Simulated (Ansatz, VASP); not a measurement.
## Nb2B in VASP and in Ansatz

The input POSCAR:

```
Nb2B
1.0
    4.4076000000      0.0000000000      0.0000000000
   -2.2038000000      3.8171000000      0.0000000000
    0.0000000000      0.0000000000      2.6685500000
Nb B
2 1
Direct
    0.3333300000      0.6666700000      0.5000000000
    0.6666700000      0.3333300000      0.5000000000
    0.0000000000      0.0000000000      0.0000000000
```

File INCAR.step1:

```
PREC = Accurate ; ENCUT = 520
ISMEAR = -1 ; SIGMA = 0.05
LREAL = False ; LASPH = True
NELM = 60 ; NBANDS = 22
GGA = PE ; ALGO = Normal
EDIFF = 1E-4 ; LWAVE = True
LCHARG = False
```

INCAR.step2

```
PREC = Accurate ; ENCUT = 520
EDIFF = 1E-6 ; ISMEAR = -1
SIGMA = 0.05 ; LREAL = False
LASPH = True ; NELM = 60
ALGO = Normal ; ISIF = 2
LWAVE = False ; LCHARG = False
METAGGA = R2SCAN ; LMIXTAU = True
NBANDS = 22 ; ISTART = 1
```

KPOINTS

```
Automatic mesh
0
Gamma
  7 7 10
```

The input input.yaml:

```yaml
crystal:
  lattice:
    - [4.4076, 0.0, 0.0]
    - [-2.2038, 3.8171, 0.0]
    - [0.0, 0.0, 2.66855]
  atoms:
    - { symbol: Nb, position: [0.33333, 0.66667, 0.5] }
    - { symbol: Nb, position: [0.66667, 0.33333, 0.5] }
    - { symbol: B, position: [0.0, 0.0, 0.0] }
hamiltonian:
  xc: r2scan
  pseudopotentials: { kind: paw }
kpoints:
  mp_grid: { grid: [7, 7, 10] }
scf:
  occupations: { method: fermi_dirac, width: 0.05 }
  n_extra_bands: 7
output:
  forces: true
  stress: true
  eigenvalues: true
  dos: { projected: false, de: 0.05, nscf_kmesh: { grid: [11, 11, 15] } }
```

Alike in both runs: functional r2SCAN; k mesh 7 × 7 × 10; occupations fermi-dirac, width 0.05 eV; no spin polarisation.

|  | VASP | Ansatz |
| --- | --- | --- |
| version | VASP 6.6.1 | Ansatz 0.2.0 |
| potentials or method | VASP PAW PBE potentials, release 64 (Nb_sv, B) | Ansatz PAW |
| plane-wave cutoff (eV) | 520 | 500 |
| valence electrons in the cell | 29 | 29 |
| task | single point | density of states |

|  | VASP | Ansatz | Ansatz less VASP |
| --- | --- | --- | --- |
| gap on the k mesh at the Fermi level (eV) | none | none | - |
| pressure (GPa) | -1.3 | -1.2 | +0.07 |
| traceless stress, the component that is largest in VASP (GPa) | 0.56 | 0.60 | +0.039 |

VASP's potentials were made for PBE, not for r2SCAN. A gap of «none» marks a metal or a gap that the smearing closes.
